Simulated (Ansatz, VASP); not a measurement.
**One calculation of C, two programs**

The input INCAR:

```
SYSTEM = C
ALGO     = Normal         ! electronic algorithm
EDIFF    = 1E-6           ! SCF threshold, eV
EDIFFG   = -0.01          ! ionic threshold
ENCUT    = 600            ! plane-wave cutoff, eV
GGA      = PE             ! functional
IBRION   = 2              ! ionic algorithm
ISIF     = 3              ! what is computed and relaxed
ISMEAR   = 0              ! smearing method
IVDW     = 13             ! dispersion correction
LASPH    = .True.         ! aspherical terms in the spheres
LCHARG   = .False.        ! write CHGCAR
LREAL    = .False.        ! projectors in reciprocal space
LWAVE    = .False.        ! write WAVECAR
NELM     = 100            ! most SCF steps
NSW      = 80             ! ionic steps
PREC     = Accurate       ! precision mode
SIGMA    = 0.01           ! smearing width, eV
```

Contents of KPOINTS:

```
k-points
0
Gamma
  8 8 8
  0 0 0
```

File POSCAR:

```
C
1.0
    0.0000000000      1.7833700000      1.7833700000
    1.7833700000      0.0000000000      1.7833700000
    1.7833700000      1.7833700000      0.0000000000
C
2
Direct
    0.0000000000      0.0000000000      0.0000000000
    0.2500000000      0.2500000000      0.2500000000
```

Input for Ansatz:

```yaml
crystal:
  lattice:
    - [0.0, 1.78337, 1.78337]
    - [1.78337, 0.0, 1.78337]
    - [1.78337, 1.78337, 0.0]
  atoms:
    - { symbol: C, position: [0.0, 0.0, 0.0] }
    - { symbol: C, position: [0.25, 0.25, 0.25] }
kpoints:
  mp_grid:
    grid: [8, 8, 8]
hamiltonian:
  xc: pbe
  dispersion: d4
scf:
  occupations:
    method: fixed
relax:
  cell: {}
```

Alike in both runs: task relaxation of cell and atoms; functional PBE; dispersion D4; k mesh 8 × 8 × 8; no spin polarisation.

|  | VASP | Ansatz |
| --- | --- | --- |
| version | VASP 6.6.1 | Ansatz 0.2.0 |
| potentials or method | VASP PAW PBE potentials, release 64 (C) | plane waves, PAW |
| plane-wave cutoff (eV) | 600 | 420 |
| occupations | gaussian, width 0.01 eV | fixed |
| valence electrons in the cell | 8 | 8 |

|  | VASP | Ansatz | Ansatz less VASP |
| --- | --- | --- | --- |
| relaxed volume (Å³/atom) | 5.63 | 5.63 | 0.000 |
| relaxed cell length with the largest relative difference (Å) | 2.515 | 2.515 | 0.0000 |
